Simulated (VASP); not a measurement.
A run of VASP 6.6.1 is set up as follows.

File INCAR:

```
SYSTEM = PbSe
ALGO     = Normal         ! electronic algorithm
EDIFF    = 1E-6           ! SCF threshold, eV
ENCUT    = 500            ! plane-wave cutoff, eV
GGA      = PS             ! functional
GGA_COMPAT= .FALSE.      
ISIF     = 2              ! what is computed and relaxed
ISMEAR   = -1             ! smearing method
LASPH    = .TRUE.         ! aspherical terms in the spheres
LCHARG   = .FALSE.        ! write CHGCAR
LREAL    = .FALSE.        ! projectors in reciprocal space
LWAVE    = .FALSE.        ! write WAVECAR
NBANDS   = 17             ! bands
NELM     = 120            ! most SCF steps
PREC     = Accurate       ! precision mode
SIGMA    = 0.01           ! smearing width, eV
```

File KPOINTS:

```
k-points
0
G
  9 9 9
  0 0 0
```

POSCAR

```
PbSe
1.0
    0.0000000000      3.0415980385      3.0415980385
    3.0415980385      0.0000000000      3.0415980385
    3.0415980385      3.0415980385      0.0000000000
Pb Se
1 1
Direct
    0.0000000000      0.0000000000      0.0000000000
    0.5000000000      0.5000000000      0.5000000000
```

Potentials or basis: VASP PAW PBE potentials, release 64 (Pb_d, Se).

Launch:

```bash
$ cat potpaw_PBE.64/Pb_d/POTCAR potpaw_PBE.64/Se/POTCAR > POTCAR
$ mpirun -np 1 vasp_std > vasp.out
```

**Question.** What does it give for the pressure?

**Answer.** 0.5 GPa.

Caveat: the PAW data sets were made with another functional, which shifts forces and pressure a little.
